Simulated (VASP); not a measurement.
A run of VASP 6.6.1:

File INCAR:

```
PREC     = Accurate       # precision mode
ENCUT    = 520            # plane-wave cutoff, eV
EDIFF    = 1E-6           # SCF threshold, eV
ISMEAR   = -1             # smearing method
SIGMA    = 0.3            # smearing width, eV
LREAL    = Auto         
LASPH    = True           # aspherical terms in the spheres
NELM     = 80             # most SCF steps
ALGO     = Normal         # electronic algorithm
ISIF     = 2              # what is computed and relaxed
LWAVE    = False          # write WAVECAR
LCHARG   = False          # write CHGCAR
GGA      = PS             # functional
NBANDS   = 122            # bands
```

KPOINTS

```
Automatic mesh
0
Gamma
  3 3 3
```

The input POSCAR:

```
SnO2
1.0
    0.0000000000      5.9365520000      5.4164920000
    4.8879970000      0.0000000000      5.4164920000
    4.8879970000      5.9365520000      0.0000000000
Sn O
8 16
Direct
    0.4716730147      0.2617906367      0.2523667983
    0.4907448147      0.7636279417      0.2813195082
   -0.0370132999      0.2624174914      0.3529879599
    0.3866322493      0.3379695779      0.7496333810
    0.9438517036      0.8163835188      0.7172303521
    0.0170543742      0.2192424762      0.8075993979
    0.5744858027      0.7055123954      0.7614074902
    0.9826044918      0.7884864652      0.2328316739
    0.9892881059      0.1036702147      0.6357123995
    0.7724499808      0.2605987156      0.0915700766
    0.3212207782      0.2556655165      0.5928620092
    0.3728401338      0.0801467809      0.1765023128
    0.1492205066      0.4399615692      0.2630053107
    0.1190743284      0.2926312552      0.9632205794
    0.6404104550      0.4244300359      0.4307668884
    0.5517540972      0.4392378585      0.8207260899
    0.4703951022      0.6106366800      0.1511272900
    0.2643695809      0.6726575577      0.6087466657
    0.7731038711      0.8267877193      0.0007291552
    0.9003862944      0.5758828481      0.6636023644
    0.4979899259      0.9789253912      0.8385266244
    0.6023188906      0.8678577478      0.4245734874
    0.2006756927      0.8953473422      0.9274033674
   -0.0878488487      0.9832992620      0.4280968580
```

Potentials or basis: VASP PAW PBE potentials, release 64 (Sn_d, O).

The run is started by

```console
$ cat potpaw_PBE.64/Sn_d/POTCAR potpaw_PBE.64/O/POTCAR > POTCAR
$ mpirun -np 1 vasp_std > vasp.out
```

Hardware: 1 thread of Intel(R) Xeon(R) Platinum 8259CL CPU @ 2.50GHz (Skylake/Cascade Lake), with other jobs on the host.

Task: How long does it take, and how much memory?

Result: Run time: 29 min on 1 thread of Intel(R) Xeon(R) Platinum 8259CL CPU @ 2.50GHz (Skylake/Cascade Lake), with other jobs on the host, peak memory 0.64 GiB. Counts: scf iterations 17, k points 14.
